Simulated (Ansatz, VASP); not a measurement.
**Two plane-wave programs on KBe7**

```
K Be
1.0
     2.44168    0.00000    0.00000
     0.00000    2.89986    0.00000
     0.00000    0.00000   12.52335
K Be
1 7
Direct
  0.00000 0.00000 0.00000
  0.50000 0.50000 0.78247
  0.00000 0.00000 0.69225
  0.50000 0.50000 0.59775
  0.00000 0.00000 0.50000
  0.50000 0.50000 0.40225
  0.00000 0.00000 0.30775
  0.50000 0.50000 0.21753
```

Alike in both runs: functional PBE; k mesh 6 × 4 × 2; occupations gaussian, width 0.1 eV; no spin polarisation.

Ansatz relaxed the structure, and its values are those at the end. VASP's run is a single point on that final structure, the one shown.

|  | VASP | Ansatz |
| --- | --- | --- |
| version | VASP 6.6.1 | Ansatz 0.2.0 |
| potentials or method | VASP PAW PBE potentials, release 64 (K_sv, Be), cutoff 520 eV | scalar-relativistic, plane waves, PAW |
| valence electrons in the cell | 23 | 23 |

```csv
,VASP,Ansatz,Ansatz less VASP
gap on the k mesh at the Fermi level (eV),none,none,-
pressure (GPa),0.3,0.1,-0.29
rms of the force components (eV/Å),0.010,0.011,+0.0005
```

A gap of «none» marks a metal or a gap that the smearing closes. With one functional, cell and mesh, what is left measures potentials, basis and numerics.

The k mesh is coarse, so the values compare programs but aren't converged.
